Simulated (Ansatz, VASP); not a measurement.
## Two plane-wave programs on Ge

```
Ge
1.0
     1.40380   -3.86560    0.00000
     1.40380    3.86560    0.00000
     0.00000    0.00000    3.68853
Ge
2
Direct
  0.86145 0.13855 0.25000
  0.13855 0.86145 0.75000
```

Alike in both runs: functional PBE; k mesh 6 × 6 × 6; occupations gaussian, width 0.1 eV; no spin polarisation.

Ansatz relaxed the structure, and its values are those at the end. VASP's run is a single point on that final structure, the one shown.

|  | VASP | Ansatz |
| --- | --- | --- |
| version | VASP 6.6.1 | Ansatz 0.2.0 |
| potentials or method | VASP PAW PBE potentials, release 64 (Ge_d), cutoff 520 eV | scalar-relativistic, plane waves, PAW |
| valence electrons in the cell | 28 | 28 |

|  | VASP | Ansatz | Ansatz less VASP |
| --- | --- | --- | --- |
| gap on the k mesh at the Fermi level (eV) | none | none | - |
| pressure (GPa) | 0.0 | 0.0 | +0.03 |
| rms of the force components (eV/Å) | 0.007 | 0.006 | -0.0007 |

A gap of «none» marks a metal or a gap that the smearing closes.

The k mesh is coarse, so the values compare programs but aren't converged.
